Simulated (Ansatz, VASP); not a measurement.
# MnO2 in VASP and in Ansatz

The input INCAR:

```
PREC = Accurate
ENCUT = 700
EDIFF = 1E-6
ISMEAR = -1
SIGMA = 0.05
LREAL = F
LASPH = T
NELM = 200
ALGO = Normal
ISIF = 2
LWAVE = F
LCHARG = T
ISPIN = 2
MAGMOM = 4 0 0
LORBIT = 11
LMAXMIX = 4
GGA = PS
LELF = T
LVHAR = T
NBANDS = 24
GGA_COMPAT = F
```

Contents of KPOINTS:

```
regular mesh
0
Gamma
  11 11 6
```

Contents of POSCAR:

```
MnO2
1.0
    2.8754964680      0.0000000000      0.0000000000
   -1.4377482340      2.4902529899      0.0000000000
    0.0000000000      0.0000000000      4.6318476229
Mn O
1 2
Direct
    0.0000000000      0.0000000000      0.5000000000
    0.3333333333      0.6666666667      0.7062925700
    0.6666666667      0.3333333333      0.2937074300
```

input.yaml

```yaml
crystal:
  lattice:
    - [2.875496468, 0.0, 0.0]
    - [-1.437748234, 2.4902529899, 0.0]
    - [0.0, 0.0, 4.6318476229]
  atoms:
    - { symbol: Mn, position: [0.0, 0.0, 0.5], spin: 4.0 }
    - { symbol: O, position: [0.3333333333, 0.6666666667, 0.70629257] }
    - { symbol: O, position: [0.6666666667, 0.3333333333, 0.29370743] }
hamiltonian:
  xc: pbesol
  pseudopotentials: { kind: paw }
magnetization:
  spin_polarized: true
kpoints:
  mp_grid: { grid: [11, 11, 6] }
scf:
  occupations: { method: fermi_dirac, width: 0.05 }
output:
  forces: true
  stress: true
  eigenvalues: true
```

Alike in both runs: task single point; functional PBEsol; k mesh 11 × 11 × 6; occupations fermi-dirac, width 0.05 eV; collinear spin.

|  | VASP | Ansatz |
| --- | --- | --- |
| version | VASP 6.6.1 | Ansatz 0.2.0 |
| potentials or method | VASP PAW PBE potentials, release 64 (Mn_sv, O) | Ansatz PAW |
| plane-wave cutoff (eV) | 700 | 420 |
| valence electrons in the cell | 27 | 27 |

```tsv
	VASP	Ansatz	Ansatz less VASP
gap on the k mesh at the Fermi level (eV)	0.79	0.81	+0.013
least direct gap on the mesh (eV)	0.85	0.87	+0.015
pressure (GPa)	-6.0	-5.8	+0.20
traceless stress, the component that is largest in VASP (GPa)	2.49	2.63	+0.132
rms of the force components (eV/Å)	0.211	0.205	-0.0062
net moment per atom (μB)	1.00	1.00	0.000
size of the moment on the site where the two differ most (μB)	2.74	2.51	-0.227
```

VASP's potentials were made for PBE, not for PBEsol. Site moments also hang on the region over which each program counts them. Atom by atom the forces differ by 0.006 eV/Å (rms over components). The functional is the same, so the differences come from potentials, cutoffs and numerics.

Noted on Ansatz's run: odd divisions of the mesh miss points on the zone boundary, where band edges often lie, so the gap on the mesh can be too wide.
